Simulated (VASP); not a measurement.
NiO:

```
CELL_PARAMETERS angstrom
0.00000 2.04332 2.04332
2.04332 0.00000 2.04332
2.04332 2.04332 0.00000
ATOMIC_POSITIONS crystal
Ni 0.00000 0.00000 0.00000
O 0.50000 0.50000 0.50000
```

Base run:

```yaml
Program: VASP 6.6.1
Functional: PBE
Potentials_or_basis: VASP PAW PBE potentials, release 64 (Ni, O)
Cutoff: 520 eV
k_mesh: 11 × 11 × 11
Occupations: fermi-dirac, width 0.05 eV
Spin: collinear spin, ferromagnetic start
Starting_moments: "[1.0, 0.0] μB"
```

Its results: pressure 18.2 GPa; net moment 1.45 μB per cell; site moments Ni +1.21; O +0.20 μB.

Q: The run is repeated on the same cell with these changes: potentials or basis from VASP PAW PBE potentials, release 64 (Ni, O) to VASP PAW PBE potentials, release 64 (Ni_sv_GW, O); cutoff from 520 eV to 600 eV; further incar settings from ALGO = Normal; EDIFF = 1e-07; NBANDS = 19 to ALGO = Normal; EDIFF = 1e-06; NBANDS = 23; valence electrons from 16 to 24. What comes out?

A: Pressure 16.3 GPa; net moment 1.52 μB per cell; site moments Ni +1.27; O +0.22 μB.

Caveats: a cell with one magnetic atom can't hold antiferromagnetic order, which such compounds often take.
